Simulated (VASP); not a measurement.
Runs of VASP 6.6.1 on Ga2O3. The structure is that of space group P-3m1 (No. 164), or close to it. The cells are those of the table. 

| cell | gap on the mesh (eV) | pressure (GPa) | largest force (eV/Å) |
| --- | --- | --- | --- |
| a = 3.099, b = 3.099, c = 7.688 Å, angles 90.1, 90.1, 60.0°, 5 atoms | (b) | -18.3 | 3.45 |
| a = 3.078, b = 3.078, c = 7.637 Å, angles 90.1, 90.1, 60.0°, 5 atoms | 1.50 | -16.6 | 3.38 |
| a = 3.057, b = 3.057, c = 7.584 Å, angles 90.1, 90.1, 60.0°, 5 atoms | (a) | -14.7 | 3.30 |
| a = 3.035, b = 3.035, c = 7.531 Å, angles 90.1, 90.1, 60.0°, 5 atoms | 1.64 | -12.5 | 3.20 |

Alike in all rows: task single point; level PBE; potentials or basis VASP PAW PBE potentials, release 64 (Ga_d, O); no spin polarisation; k mesh 10 × 10 × 4; cutoff (eV) 520; smearing fermi-dirac 0.05 eV.

Question: Fill in the values left out.

Answer: (a) 1.57; (b) 1.44.

Caveats: forces of over 1 eV/Å act on the atoms, so gaps and moduli don't describe the material at rest; the stress differs along the axes, from -22 to -16 GPa (at least some runs); the stress differs along the axes, from -21 to -14 GPa (at least some runs); the stress differs along the axes, from -20 to -12 GPa (at least some runs); the stress differs along the axes, from -18 to -10 GPa (at least some runs).

A k mesh can miss the band edges, and the runs leave out spin-orbit coupling on Ga.
